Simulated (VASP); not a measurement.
# CaSe (Fm-3m) in VASP: notebook

The runs below take CaSe through vibrations by perturbation theory, with PBEsol.

All numbers are computed with VASP 6.6.1; they aren't measurements. Logs are shortened: lines on timing, memory, paths and dates and some standing lists are left out, and cuts for length are marked.

**1. The cell of the first run**

The structure is cubic, space group Fm-3m (No. 225). Conventional cell: a = 5.830 Å, b = 5.830 Å, c = 5.830 Å, α = 90.00°, β = 90.00°, γ = 90.00°. Ca (site symmetry m-3m) has 6 Se at 2.91 Å within 3.8 Å. Within 3.8 Å of Se (site symmetry m-3m) lie 6 Ca at 2.91 Å.

**2. Vibrations by perturbation theory, PBEsol (volume scaled by 0.980)**

Contents of INCAR:

```
SYSTEM = CaSe
ALGO = Normal
EDIFF = 1E-8
ENCUT = 520
GGA = PS
IBRION = 8
ISIF = 2
ISMEAR = 0
LASPH = .True.
LCHARG = .False.
LREAL = .False.
LWAVE = .False.
NBANDS = 15
NELM = 80
NSW = 1
PREC = Accurate
SIGMA = 0.01
```

Contents of KPOINTS:

```
k-points
0
Gamma
  6 6 6
  0 0 0
```

Contents of POSCAR:

```
CaSe
1.0
    0.0000000000      2.9147590724      2.9147590724
    2.9147590724      0.0000000000      2.9147590724
    2.9147590724      2.9147590724      0.0000000000
Ca Se
1 1
Direct
    0.0000000000      0.0000000000      0.0000000000
    0.5000000000      0.5000000000      0.5000000000
```

Potentials or basis: VASP PAW PBE potentials, release 64 (Ca_sv, Se).

Command:

```console
$ cat potpaw_PBE.64/Ca_sv/POTCAR potpaw_PBE.64/Se/POTCAR > POTCAR
$ mpirun -np 1 vasp_std > vasp.out
```

OUTCAR:

```text
SYSTEM = CaSe
   EDIFF = 1E-8
   ENCUT = 520
   GGA = PS
   IBRION = 8
   ISIF = 2
   ISMEAR = 0
   LASPH = .True.
   LREAL = .False.
   NELM = 80
   NSW = 1
   PREC = Accurate

 ion  position               nearest neighbor table
   1  0.000  0.000  0.000-   2 2.91   2 2.91   2 2.91   2 2.91   2 2.91   2 2.91
   2  0.500  0.500  0.500-   1 2.91   1 2.91   1 2.91   1 2.91   1 2.91   1 2.91

  LATTYP: Found a face centered cubic cell.
 ALAT       =     5.8295181448

  Lattice vectors:

 A1 = (   0.0000000000,   2.9147590724,   2.9147590724)
 A2 = (   2.9147590724,   0.0000000000,   2.9147590724)
 A3 = (   2.9147590724,   2.9147590724,   0.0000000000)

Analysis of symmetry for initial positions (statically):
=====================================================================
 Subroutine PRICEL returns:
 Original cell was already a primitive cell.

 Routine SETGRP: Setting up the symmetry group for a
 face centered cubic supercell.

 Subroutine GETGRP returns: Found 48 space group operations
 (whereof 48 operations were pure point group operations)
 out of a pool of 48 trial point group operations.

The static configuration has the point symmetry O_h .

Analysis of symmetry for dynamics (positions and initial velocities):
=====================================================================
 Subroutine PRICEL returns:
 Original cell was already a primitive cell.

 Routine SETGRP: Setting up the symmetry group for a
 face centered cubic supercell.

 Subroutine GETGRP returns: Found 48 space group operations
 (whereof 48 operations were pure point group operations)
 out of a pool of 48 trial point group operations.

The dynamic configuration has the point symmetry O_h .

 Subroutine INISYM returns: Found 48 space group operations
 (whereof 48 operations are pure point group operations),
 and found     1 'primitive' translations

----------------------------------------------------------------------------------------

                                     Primitive cell

  volume of cell :      49.5265

  direct lattice vectors                    reciprocal lattice vectors
     0.000000000  2.914759072  2.914759072    -0.171540765  0.171540765  0.171540765
     2.914759072  0.000000000  2.914759072     0.171540765 -0.171540765  0.171540765
     2.914759072  2.914759072  0.000000000     0.171540765  0.171540765 -0.171540765

  length of vectors
     4.122091811  4.122091811  4.122091811     0.297117320  0.297117320  0.297117320

  position of ions in fractional coordinates (direct lattice)
     0.000000000  0.000000000  0.000000000
     0.500000000  0.500000000  0.500000000

  ion indices of the primitive-cell ions
   primitive index   ion index
                 1           1
                 2           2

----------------------------------------------------------------------------------------

 KPOINTS: k-points

Automatic generation of k-mesh.
 Grid dimensions read from file:
 generate k-points for:    6    6    6

 Generating k-lattice:

  Cartesian coordinates                     Fractional coordinates (reciprocal lattice)
    -0.028590127  0.028590127  0.028590127     0.166666667  0.000000000  0.000000000
     0.028590127 -0.028590127  0.028590127     0.000000000  0.166666667  0.000000000
     0.028590127  0.028590127 -0.028590127     0.000000000  0.000000000  0.166666667

  Length of vectors
     0.049519553  0.049519553  0.049519553

  Shift w.r.t. Gamma in fractional coordinates (k-lattice)
     0.000000000  0.000000000  0.000000000

 Subroutine IBZKPT returns following result:
 ===========================================

 Found     16 irreducible k-points:

 Following reciprocal coordinates:
            Coordinates               Weight
  0.000000  0.000000  0.000000      1.000000
  0.166667  0.000000  0.000000      8.000000
  0.333333  0.000000  0.000000      8.000000
  0.500000  0.000000  0.000000      4.000000
  0.166667  0.166667  0.000000      6.000000
  0.333333  0.166667  0.000000     24.000000
[... 8 lines left out ...]
 -0.333333  0.333333  0.166667     24.000000
 -0.333333  0.500000  0.166667     12.000000
   k-points           NKPTS =     16   k-points in BZ     NKDIM =     16   number of bands    NBANDS=     15
   number of dos      NEDOS =    301   number of ions     NIONS =      2
   total plane-waves  NPLWV =  32768
   dimension x,y,z NGX =    32 NGY =   32 NGZ =   32
   dimension x,y,z NGXF=    64 NGYF=   64 NGZF=   64
   ions per type =               1   1
   NGX,Y,Z   is equivalent  to a cutoff of  12.91, 12.91, 12.91 a.u.
   NGXF,Y,Z  is equivalent  to a cutoff of  25.81, 25.81, 25.81 a.u.
 SYSTEM =  CaSe
   PREC   = accura    normal or accurate (medium, high low for compatibility)
   ISTART =      0    job   : 0-new  1-cont  2-samecut
   ICHARG =      2    charge: 1-file 2-atom 10-const
   ISPIN  =      1    spin polarized calculation?
   LNONCOLLINEAR =      F non collinear calculations
   LSORBIT =      F    spin-orbit coupling
   LASPH  =      T    aspherical Exc in radial PAW
   ENCUT  =  520.0 eV  38.22 Ry    6.18 a.u.   7.66  7.66  7.66*2*pi/ulx,y,z
   NELM   =     80;   NELMIN=  2; NELMDL= -5     # of ELM steps
   EDIFF  = 0.1E-07   stopping-criterion for ELM
   LREAL  =      F    real-space projection
   EDIFFG = 0.1E-06   stopping-criterion for IOM
   NSW    =      1    number of steps for IOM
   IBRION =      8    ionic relax: 0-MD 1-quasi-New 2-CG
   NFREE  =      0    steps in history (QN), initial steepest desc. (CG)
   ISIF   =      2    stress and relaxation
   ISYM   =      2    0-nonsym 1-usesym 2-fastsym
   POTIM  = 0.5000    time-step for ionic-motion
   TEBEG  =    0.0;   TEEND  =   0.0 temperature during run
   PSTRESS=    0.0 pullay stress
   NELECT =      16.0000    total number of electrons
   NUPDOWN=      -1.0000    fix difference up-down
   EMIN   =  10.00;   EMAX   =-10.00  energy-range for DOS
   EFERMI =   0.00;   METHOD = LEGACY
   ISMEAR =     0;   SIGMA  =   0.01  broadening in eV -4-tet -1-fermi 0-gaus
   EFERMI_NEDOS =   21; number of points for ismear=-14 and -15
   IALGO  =     38    algorithm
   IMIX   =      4    mixing-type and parameters
     AMIX     =   0.40;   BMIX     =  1.00
     AMIX_MAG =   1.60;   BMIX_MAG =  1.00
  volume/ion in A,a.u.               =      24.76       167.11
  Fermi-wavevector in a.u.,A,eV,Ry     =   1.123317  2.122761 17.168377  1.261840
  Thomas-Fermi vector in A             =   2.259982
   LORBIT       =      0    0 simple, 1 ext, 2 COOP (PROOUT), +10 PAW based schemes
   GGA     = PS    functional components
   LHFCALC =     F    Hartree Fock is set to
   AEXX    =    0.0000 exact exchange contribution
   IVDW    =     0    specifies the selected vdW correction
   LEPSILON=     F    determine dielectric tensor
   LRPA    =     F    only Hartree local field effects (RPA)
 non-spin polarized calculation
 Gauss-broadening in eV      SIGMA  =   0.01
  energy-cutoff  :      520.00
  volume of cell :       49.53
 maximum number of plane-waves:      1363
 NGX is ok and might be reduce to    32
   NGX = 15   NGY = 15   NGZ = 15

--------------------------------------- Ionic step        1  -------------------------------------------

 number of electron      16.0000003 magnetization

 Free energy of the ion-electron system (eV)
  ---------------------------------------------------
  ext. energy  EPLUGINS =         0.00000000
  ---------------------------------------------------
  free energy    TOTEN  =       -10.06799115 eV

  energy without entropy =      -10.06799115  energy(sigma->0) =      -10.06799115

 E-fermi :   2.7350     XC(G=0):  -9.5145

 val. band max:        2.6547977512   @ k =   0.0000   0.0000   0.0000
 cond. band min:       4.4651212660   @ k =   0.5000   0.5000   0.0000
 fundamental gap:      1.8103235148
 Fermi energy:         2.7349952580

 k-point     1 :       0.0000    0.0000    0.0000
  band No.  band energies     occupation
      1     -36.7600      2.00000
      2     -17.8435      2.00000
      3     -17.8435      2.00000
      4     -17.8435      2.00000
      5      -9.3280      2.00000
      6       2.6548      2.00000
      7       2.6548      2.00000
      8       2.6548      2.00000
      9       6.0757      0.00000
     10       6.2766      0.00000
     11       6.2766      0.00000
     12       6.2766      0.00000
     13       6.9232      0.00000
     14       6.9232      0.00000
[... 259 lines left out ...]
      4     -17.8919      2.00000
      5      -8.6087      2.00000
      6       0.2249      2.00000
      7       0.9603      2.00000
      8       1.0329      2.00000
      9       5.8680      0.00000
     10       7.9049      0.00000
     11       8.0633      0.00000
     12       8.6136      0.00000
     13       8.8349      0.00000
     14       9.8590      0.00000
     15      12.3211      0.00000

------------------------ aborting loop because EDIFF is reached ----------------------------------------

  FORCE on cell =-STRESS in cart. coord.  units (eV):
  Direction    XX          YY          ZZ          XY          YZ          ZX
  --------------------------------------------------------------------------------------
  -------------------------------------------------------------------------------------
  Total        0.4073885      0.4073885      0.4073885      0.0000000     -0.0000000     -0.0000000
  in kB       13.1789674     13.1789674     13.1789674      0.0000000     -0.0000000     -0.0000000
  external PRESSURE =      13.1789674 kB  Pullay stress =       0.0000000 kB

 VOLUME and BASIS-vectors are now :
 -----------------------------------------------------------------------------
  energy-cutoff  :      520.00
  volume of cell :       49.53
      direct lattice vectors                 reciprocal lattice vectors
     0.000000000  2.914759072  2.914759072    -0.171540765  0.171540765  0.171540765
     2.914759072  0.000000000  2.914759072     0.171540765 -0.171540765  0.171540765
     2.914759072  2.914759072  0.000000000     0.171540765  0.171540765 -0.171540765

 POSITION                                       TOTAL-FORCE (eV/Angst)
 -----------------------------------------------------------------------------------
      0.00000      0.00000      0.00000        -0.000000      0.000000      0.000000
      2.91476      2.91476      2.91476         0.000000     -0.000000     -0.000000
 -----------------------------------------------------------------------------------
    total drift:                                0.000000     -0.000000     -0.000000

  FREE ENERGIE OF THE ION-ELECTRON SYSTEM (eV)
  ---------------------------------------------------
  free  energy   TOTEN  =       -10.0679911527 eV

  energy  without entropy=      -10.0679911527  energy(sigma->0) =      -10.06799115

[... ionic steps 2 to 3 ...]

--------------------------------------- Ionic step        4  -------------------------------------------

------------------------ aborting loop because EDIFF is reached ----------------------------------------

[... ionic steps 5 to 6 ...]

--------------------------------------- Ionic step        7  -------------------------------------------

 Free energy of the ion-electron system (eV)
  ---------------------------------------------------
  ---------------------------------------------------
  free energy    TOTEN  =        -0.08623697 eV

  energy without entropy =       -0.08623697

------------------------ aborting loop because EDIFF is reached ----------------------------------------

 INTERNAL STRAIN TENSOR  FOR ION    2  DIRECTION 1   (eV/Angst):
 -----------------------------------------------------------------------------
    -0.00959 -0.00000 -0.00000
     0.00000  0.00276 -0.00000
    -0.00000 -0.00000  0.00276

 INTERNAL STRAIN TENSOR FOR ION    2 for displacements in x,y,z  (eV/Angst):
          X           Y           Z          XY          YZ          ZX
  --------------------------------------------------------------------------------
  x     0.00000     0.00000     0.00000     0.00000     0.00000     0.00000
  y     0.00000     0.00000     0.00000     0.00000     0.00000     0.00000
  z     0.00000     0.00000     0.00000     0.00000     0.00000     0.00000

 SECOND DERIVATIVES (NOT SYMMETRIZED)
 ------------------------------------
               1X          1Y          1Z          2X          2Y          2Z
  1X    -3.562013    0.000000    0.000000    3.562013    0.000000    0.000000
  1Y     0.000000   -3.562013    0.000000    0.000000    3.562013    0.000000
  1Z     0.000000    0.000000   -3.562013    0.000000    0.000000    3.562013
  2X     3.559097    0.000000    0.000000   -3.559097    0.000000    0.000000
  2Y     0.000000    3.559097    0.000000    0.000000   -3.559097    0.000000
  2Z     0.000000    0.000000    3.559097    0.000000    0.000000   -3.559097

 Eigenvectors and eigenvalues of the dynamical matrix
 ----------------------------------------------------

   1 f  =    5.721697 THz    35.950482 2PiTHz  190.855263 cm-1    23.663026 meV
             X         Y         Z           dx          dy          dz
      0.000000  0.000000  0.000000     0.000000    0.814555    0.000000
      2.914759  2.914759  2.914759     0.000000   -0.580086    0.000000
[... 21 lines left out ...]
   6 f/i=    0.001107 THz     0.006956 2PiTHz    0.036929 cm-1     0.004579 meV
             X         Y         Z           dx          dy          dz
      0.000000  0.000000  0.000000     0.000000    0.000000   -0.580086
      2.914759  2.914759  2.914759     0.000000    0.000000   -0.814555

--------------------------------------------------------------------------------------------------------

 ELASTIC MODULI CONTR FROM IONIC RELAXATION (kBar)
 Direction    XX          YY          ZZ          XY          YZ          ZX
 --------------------------------------------------------------------------------
 XX           0.0000      0.0000      0.0000      0.0000      0.0000      0.0000
 YY           0.0000      0.0000      0.0000      0.0000      0.0000      0.0000
 ZZ           0.0000      0.0000      0.0000      0.0000      0.0000      0.0000
 XY           0.0000      0.0000      0.0000      0.0000      0.0000      0.0000
 YZ           0.0000      0.0000      0.0000      0.0000      0.0000      0.0000
 ZX           0.0000      0.0000      0.0000      0.0000      0.0000      0.0000
 --------------------------------------------------------------------------------
```

Run time: 2 min. Hardware: 1 thread of Intel Xeon 6975P-C, shared host; peak memory 0.24 GiB.

Results:

```yaml
Highest_phonon_frequency_at_Γ_LO-TO_splitting_left_out: 191 cm⁻¹
```

Phonon frequencies in cm⁻¹ (negative: imaginary):
| q point | frequencies |
| --- | --- |
| (0.000, 0.000, 0.000) | 0 0 0 191 191 191 |

Caveat: the cell differs from its parent crystal (volume scaled by 0.980); the cell wasn't relaxed at this level first, which shifts response properties; the PAW data sets were made with another functional, which shifts forces and pressure a little.

**3. Vibrations by perturbation theory, PBEsol**

This run uses another cell than the first one, of 25.27 Å³/atom, 1.020 times its volume.

Contents of INCAR:

```
PREC = Accurate ; ENCUT = 520
EDIFF = 1E-8 ; ISMEAR = 0
SIGMA = 0.01 ; LREAL = False
LASPH = True ; NELM = 80
ALGO = Normal ; ISIF = 2
LWAVE = False ; LCHARG = True
GGA = PS ; IBRION = 8
NSW = 1
```

Contents of KPOINTS:

```
Automatic mesh
0
Gamma
  6 6 6
```

Contents of POSCAR:

```
CaSe
1.0
    0.0000000000      2.9344539879      2.9344539879
    2.9344539879      0.0000000000      2.9344539879
    2.9344539879      2.9344539879      0.0000000000
Ca Se
1 1
Direct
    0.0000000000      0.0000000000      0.0000000000
    0.5000000000      0.5000000000      0.5000000000
```

Potentials or basis: VASP PAW PBE potentials, release 64 (Ca_sv, Se).

Command:

```console
$ cat potpaw_PBE.64/Ca_sv/POTCAR potpaw_PBE.64/Se/POTCAR > POTCAR
$ mpirun -np 1 vasp_std > vasp.out
```

OUTCAR:

```text
PREC = Accurate
   ENCUT = 520
   EDIFF = 1E-8
   ISMEAR = 0
   LREAL = False
   LASPH = True
   NELM = 80
   ISIF = 2
   GGA = PS
   IBRION = 8
   NSW = 1

 ion  position               nearest neighbor table
   1  0.000  0.000  0.000-   2 2.93   2 2.93   2 2.93   2 2.93   2 2.93   2 2.93
   2  0.500  0.500  0.500-   1 2.93   1 2.93   1 2.93   1 2.93   1 2.93   1 2.93

  LATTYP: Found a face centered cubic cell.
 ALAT       =     5.8689079758

  Lattice vectors:
[... 485 lines left out ...]
               1X          1Y          1Z          2X          2Y          2Z
  1X    -3.328255    0.000000    0.000000    3.328255    0.000000    0.000000
  1Y     0.000000   -3.328255    0.000000    0.000000    3.328255    0.000000
  1Z     0.000000    0.000000   -3.328255    0.000000    0.000000    3.328255
  2X     3.266851    0.000000    0.000000   -3.266851    0.000000    0.000000
  2Y     0.000000    3.266851    0.000000    0.000000   -3.266851    0.000000
  2Z     0.000000    0.000000    3.266851    0.000000    0.000000   -3.266851

 Eigenvectors and eigenvalues of the dynamical matrix
 ----------------------------------------------------

   1 f  =    5.514376 THz    34.647848 2PiTHz  183.939794 cm-1    22.805618 meV
             X         Y         Z           dx          dy          dz
      0.000000  0.000000  0.000000     0.648852    0.496435    0.000000
      2.934454  2.934454  2.934454    -0.457992   -0.350408    0.000000
[... 21 lines left out ...]
   6 f/i=    0.024189 THz     0.151982 2PiTHz    0.806847 cm-1     0.100036 meV
             X         Y         Z           dx          dy          dz
      0.000000  0.000000  0.000000    -0.551324   -0.161386   -0.050396
      2.934454  2.934454  2.934454    -0.781078   -0.228640   -0.071398

--------------------------------------------------------------------------------------------------------

 ELASTIC MODULI CONTR FROM IONIC RELAXATION (kBar)
 Direction    XX          YY          ZZ          XY          YZ          ZX
 --------------------------------------------------------------------------------
 XX           0.0000      0.0000      0.0000      0.0000      0.0000      0.0000
 YY           0.0000      0.0000      0.0000      0.0000      0.0000      0.0000
 ZZ           0.0000      0.0000      0.0000      0.0000      0.0000      0.0000
 XY           0.0000      0.0000      0.0000      0.0000      0.0000      0.0000
 YZ           0.0000      0.0000      0.0000      0.0000      0.0000      0.0000
 ZX           0.0000      0.0000      0.0000      0.0000      0.0000      0.0000
 --------------------------------------------------------------------------------
```

stdout:

```text
POSCAR found type information on POSCAR CaSe
 POSCAR found :  2 types and       2 ions
 scaLAPACK will be used
 -----------------------------------------------------------------------------
|                                                                             |
|                                                                             |
|     You enforced a specific xc type in the INCAR file but a different       |
|     I HOPE YOU KNOW WHAT YOU ARE DOING!                                     |
|                                                                             |
 -----------------------------------------------------------------------------

 LDA part: xc-table for (Slater+PW92), standard interpolation
 POSCAR, INCAR and KPOINTS ok, starting setup
 FFT: planning ... GRIDC
 FFT: planning ... GRID_SOFT
 FFT: planning ... GRID
 WAVECAR not read
 entering main loop
 Linear response reoptimize wavefunctions to high precision
 Linear response DOF=           2
 Linear response progress:
 first order change of Fermi-energy  -0.13445E-03
 force on displaced ion       1 direction 1 :  -3.328   0.000   0.000
 Linear response progress:
 first order change of Fermi-energy   0.46461E-03
 force on displaced ion       2 direction 1 :  -3.267   0.000   0.000
 Linear response finished
```

Run time: 1.7 min. Hardware: 1 thread of Intel Xeon 6975P-C, shared host; peak memory 0.23 GiB.

Results:

* Highest phonon frequency at Γ, LO-TO splitting left out: 184 cm⁻¹

Phonon frequencies in cm⁻¹ (negative: imaginary):
```
              q point           frequencies
(0.000, 0.000, 0.000)  -1 -1 -1 184 184 184
```

Caveat: the PAW data sets were made with another functional, which shifts forces and pressure a little.

(Part 1 of 3 ends here.)
